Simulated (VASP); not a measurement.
# SiC (P6_3mc) in VASP: a series of runs, part 2 of 2

VASP 6.6.1. The steps go on from the part before.

### Step 3. Single point, r2SCAN

This run uses another cell than the first one, of 9.85 Å³/atom, 1.045 times its volume.

The input, POSCAR:

```
SiC
1.0
    3.0270555296      0.0000000000      0.0000000000
   -1.5135277648      2.6215069873      0.0000000000
    0.0000000000      0.0000000000      4.9664242579
Si C
2 2
Direct
    0.3333333333      0.6666666667      0.4995935611
    0.6666666667      0.3333333333      0.9995935611
    0.3333333333      0.6666666667      0.8754064389
    0.6666666667      0.3333333333      0.3754064389
```

The input, INCAR.step1:

```
PREC = Accurate ; ENCUT = 520
ISMEAR = 0 ; SIGMA = 0.02
LREAL = F ; LASPH = T
NELM = 80 ; NBANDS = 16
GGA = PE ; ALGO = Normal
EDIFF = 1E-4 ; LWAVE = T
LCHARG = F
```

The input, INCAR.step2:

```
PREC = Accurate ; ENCUT = 520
EDIFF = 1E-7 ; ISMEAR = 0
SIGMA = 0.02 ; LREAL = F
LASPH = T ; NELM = 80
ALGO = Normal ; ISIF = 2
LWAVE = F ; LCHARG = T
METAGGA = R2SCAN ; LMIXTAU = T
LELF = T ; LVHAR = T
NBANDS = 16 ; ISTART = 1
```

The input, KPOINTS:

```
regular mesh
0
Gamma
  12 12 6
```

Potentials or basis: VASP PAW PBE potentials, release 64 (Si, C).

On the command line:

```console
$ cat potpaw_PBE.64/Si/POTCAR potpaw_PBE.64/C/POTCAR > POTCAR
$ cp INCAR.step1 INCAR
$ mpirun -np 1 vasp_std > vasp.out
$ cp INCAR.step2 INCAR
$ mpirun -np 1 vasp_std > vasp.out
```

OUTCAR:

```text
PREC = Accurate
   ENCUT = 520
   EDIFF = 1E-7
   ISMEAR = 0
   LREAL = F
   LASPH = T
   NELM = 80
   ISIF = 2
   METAGGA = R2SCAN
   ISTART = 1

 ion  position               nearest neighbor table
   1  0.333  0.667  0.500-   4 1.85   4 1.85   4 1.85   3 1.87   2 3.04   2 3.04   2 3.04   2 3.04
                             2 3.04   2 3.04
   2  0.667  0.333  1.000-   3 1.85   3 1.85   3 1.85   4 1.87   1 3.04   1 3.04   1 3.04   1 3.04
                             1 3.04   1 3.04
   3  0.333  0.667  0.875-   2 1.85   2 1.85   2 1.85   1 1.87
   4  0.667  0.333  0.375-   1 1.85   1 1.85   1 1.85   2 1.87

  LATTYP: Found a hexagonal cell.
 ALAT       =     3.0270555296
 C/A-ratio  =     1.6406782794

  Lattice vectors:

 A1 = (   3.0270555296,   0.0000000000,   0.0000000000)
 A2 = (  -1.5135277648,   2.6215069873,   0.0000000000)
 A3 = (   0.0000000000,   0.0000000000,   4.9664242579)

Analysis of symmetry for initial positions (statically):
=====================================================================
 Subroutine PRICEL returns:
 Original cell was already a primitive cell.

 Routine SETGRP: Setting up the symmetry group for a
 hexagonal supercell.

 Subroutine GETGRP returns: Found 12 space group operations
 (whereof  6 operations were pure point group operations)
 out of a pool of 24 trial point group operations.

The static configuration has the point symmetry C_3v.
 The point group associated with its full space group is C_6v.

Analysis of symmetry for dynamics (positions and initial velocities):
=====================================================================
 Subroutine PRICEL returns:
 Original cell was already a primitive cell.

 Routine SETGRP: Setting up the symmetry group for a
 hexagonal supercell.

 Subroutine GETGRP returns: Found 12 space group operations
 (whereof  6 operations were pure point group operations)
 out of a pool of 24 trial point group operations.

The dynamic configuration has the point symmetry C_3v.
 The point group associated with its full space group is C_6v.

 Subroutine INISYM returns: Found 12 space group operations
 (whereof  6 operations are pure point group operations),
 and found     1 'primitive' translations

----------------------------------------------------------------------------------------

                                     Primitive cell

  volume of cell :      39.4108

  direct lattice vectors                    reciprocal lattice vectors
     3.027055530  0.000000000  0.000000000     0.330354032  0.190729989  0.000000000
    -1.513527765  2.621506987  0.000000000     0.000000000  0.381459979  0.000000000
     0.000000000  0.000000000  4.966424258     0.000000000  0.000000000  0.201352109

  length of vectors
     3.027055530  3.027055530  4.966424258     0.381459979  0.381459979  0.201352109

  position of ions in fractional coordinates (direct lattice)
     0.333333333  0.666666667  0.499593561
     0.666666667  0.333333333  0.999593561
     0.333333333  0.666666667  0.875406439
     0.666666667  0.333333333  0.375406439

  ion indices of the primitive-cell ions
   primitive index   ion index
                 1           1
                 2           2
                 3           3
                 4           4

----------------------------------------------------------------------------------------
[... 22 lines left out ...]

 Found     76 irreducible k-points:

 Following reciprocal coordinates:
            Coordinates               Weight
  0.000000  0.000000  0.000000      1.000000
  0.083333 -0.000000  0.000000      6.000000
  0.166667  0.000000  0.000000      6.000000
  0.250000 -0.000000  0.000000      6.000000
  0.333333  0.000000  0.000000      6.000000
  0.416667  0.000000  0.000000      6.000000
[... 16 lines left out ...]
  0.250000 -0.000000  0.166667     12.000000
  0.333333  0.000000  0.166667     12.000000
 [... further k-points ...]
   k-points           NKPTS =     76   k-points in BZ     NKDIM =     76   number of bands    NBANDS=     16
   number of dos      NEDOS =    301   number of ions     NIONS =      4
   total plane-waves  NPLWV =  23040
   dimension x,y,z NGX =    24 NGY =   24 NGZ =   40
   dimension x,y,z NGXF=    48 NGYF=   48 NGZF=   80
   ions per type =               2   2
   NGX,Y,Z   is equivalent  to a cutoff of  13.18, 13.18, 13.39 a.u.
   NGXF,Y,Z  is equivalent  to a cutoff of  26.36, 26.36, 26.78 a.u.
 SYSTEM =  unknown system
   PREC   = accura    normal or accurate (medium, high low for compatibility)
   ISTART =      1    job   : 0-new  1-cont  2-samecut
   ICHARG =      0    charge: 1-file 2-atom 10-const
   ISPIN  =      1    spin polarized calculation?
   LNONCOLLINEAR =      F non collinear calculations
   LSORBIT =      F    spin-orbit coupling
   LASPH  =      T    aspherical Exc in radial PAW
   ENCUT  =  520.0 eV  38.22 Ry    6.18 a.u.   5.63  5.63  9.23*2*pi/ulx,y,z
   NELM   =     80;   NELMIN=  2; NELMDL=  0     # of ELM steps
   EDIFF  = 0.1E-06   stopping-criterion for ELM
   LREAL  =      F    real-space projection
   EDIFFG = 0.1E-05   stopping-criterion for IOM
   NSW    =      0    number of steps for IOM
   IBRION =     -1    ionic relax: 0-MD 1-quasi-New 2-CG
   NFREE  =      0    steps in history (QN), initial steepest desc. (CG)
   ISIF   =      2    stress and relaxation
   ISYM   =      2    0-nonsym 1-usesym 2-fastsym
   POTIM  = 0.5000    time-step for ionic-motion
   TEBEG  =    0.0;   TEEND  =   0.0 temperature during run
   PSTRESS=    0.0 pullay stress
   NELECT =      16.0000    total number of electrons
   NUPDOWN=      -1.0000    fix difference up-down
   EMIN   =  10.00;   EMAX   =-10.00  energy-range for DOS
   EFERMI =   0.00;   METHOD = LEGACY
   ISMEAR =     0;   SIGMA  =   0.02  broadening in eV -4-tet -1-fermi 0-gaus
   EFERMI_NEDOS =   21; number of points for ismear=-14 and -15
   IALGO  =     38    algorithm
   IMIX   =      4    mixing-type and parameters
     AMIX     =   0.40;   BMIX     =  1.00
     AMIX_MAG =   1.60;   BMIX_MAG =  1.00
  volume/ion in A,a.u.               =       9.85        66.49
  Fermi-wavevector in a.u.,A,eV,Ry     =   1.212206  2.290737 19.992990  1.469443
  Thomas-Fermi vector in A             =   2.347697
   LORBIT       =      0    0 simple, 1 ext, 2 COOP (PROOUT), +10 PAW based schemes
   METAGGA = R2SCAN    functional components
   LHFCALC =     F    Hartree Fock is set to
   AEXX    =    0.0000 exact exchange contribution
   IVDW    =     0    specifies the selected vdW correction
   LEPSILON=     F    determine dielectric tensor
   LRPA    =     F    only Hartree local field effects (RPA)
 non-spin polarized calculation
 Gauss-broadening in eV      SIGMA  =   0.02
  energy-cutoff  :      520.00
  volume of cell :       39.41
 maximum number of plane-waves:      1099
 NGX is ok and might be reduce to    24
   NGX = 11   NGY = 11   NGZ = 19

 number of electron      15.9999999 magnetization

 Free energy of the ion-electron system (eV)
  ---------------------------------------------------
  ext. energy  EPLUGINS =         0.00000000
  ---------------------------------------------------
  free energy    TOTEN  =       -38.56997472 eV

  energy without entropy =      -38.56997472  energy(sigma->0) =      -38.56997472

 E-fermi :   8.8750     XC(G=0): -12.1453

 val. band max:        8.6959225181   @ k =   0.0000   0.0000   0.0000
 cond. band min:      11.2860209250   @ k =   0.3333   0.3333   0.0000
 fundamental gap:      2.5900984069
 Fermi energy:         8.8749662461

 k-point     1 :       0.0000    0.0000    0.0000
  band No.  band energies     occupation
      1      -8.0523      2.00000
      2      -4.2378      2.00000
      3      -0.5743      2.00000
      4       7.2861      2.00000
      5       7.2861      2.00000
      6       8.5842      2.00000
[... 433 lines left out ...]
      3       0.9592      2.00000
      4       2.6687      2.00000
      5       3.6349      2.00000
      6       5.6282      2.00000
[... 8 lines left out ...]
     15      21.4013      0.00000
     16      22.0504      0.00000

 [... further k-points ...]
[... 5 lines left out ...]
  --------------------------------------------------------------------------------------
  -------------------------------------------------------------------------------------
  Total        2.8933570      2.8933570      2.8944175      0.0000000      0.0000000      0.0000000
  in kB      117.6243885    117.6243885    117.6675009      0.0000000      0.0000000      0.0000000
  external PRESSURE =     117.6387593 kB  Pullay stress =       0.0000000 kB

 VOLUME and BASIS-vectors are now :
 -----------------------------------------------------------------------------
  energy-cutoff  :      520.00
  volume of cell :       39.41
      direct lattice vectors                 reciprocal lattice vectors
     3.027055530  0.000000000  0.000000000     0.330354032  0.190729989  0.000000000
    -1.513527765  2.621506987  0.000000000     0.000000000  0.381459979  0.000000000
     0.000000000  0.000000000  4.966424258     0.000000000  0.000000000  0.201352109

 POSITION                                       TOTAL-FORCE (eV/Angst)
 -----------------------------------------------------------------------------------
     -0.00000      1.74767      2.48119        -0.000000      0.000000      0.002904
      1.51353      0.87384      4.96441        -0.000000     -0.000000      0.002904
     -0.00000      1.74767      4.34764         0.000000      0.000000     -0.002904
      1.51353      0.87384      1.86443         0.000000      0.000000     -0.002904
 -----------------------------------------------------------------------------------
    total drift:                                0.000000      0.000000      0.000385

  FREE ENERGIE OF THE ION-ELECTRON SYSTEM (eV)
  ---------------------------------------------------
  free  energy   TOTEN  =       -38.5699747159 eV

  energy  without entropy=      -38.5699747159  energy(sigma->0) =      -38.56997472
```

It took 94 s on 1 thread of AMD EPYC 9R45 (Zen 5), shared host; peak memory 0.15 GiB.

What came out:

* Free energy: -38.5700 eV
* Pressure: 11.8 GPa
* Band gap on the k mesh: 2.59 eV, indirect (least direct gap 4.59 eV)

Forces on the atoms (eV/Å):
```
Si   0.000  0.000  0.003
Si   0.000  0.000  0.003
C    0.000  0.000 -0.003
C    0.000  0.000 -0.003
```

Levels at points of the mesh, in eV from the valence-band top:
```
           k point  band 4  band 5  band 6  band 7  band 8  band 9  band 10  band 11  band 12  band 13
(0.00, 0.00, 0.00)   -1.41   -1.41   -0.11    0.00    0.00    5.81     7.32     7.50     7.50     8.79
(0.50, 0.00, 0.00)   -6.66   -5.79   -3.58   -3.49   -1.27    3.32     4.73     7.85     7.86    11.29
(0.00, 0.00, 0.50)   -4.71   -0.76   -0.76   -0.76   -0.76    6.94     6.94     8.17     8.17     8.17
(0.50, 0.00, 0.50)   -8.77   -2.63   -2.63   -2.49   -2.49    3.84     3.84     6.03     6.03    11.47
```

Caveat: the PAW data sets were made with another functional, which shifts forces and pressure a little.
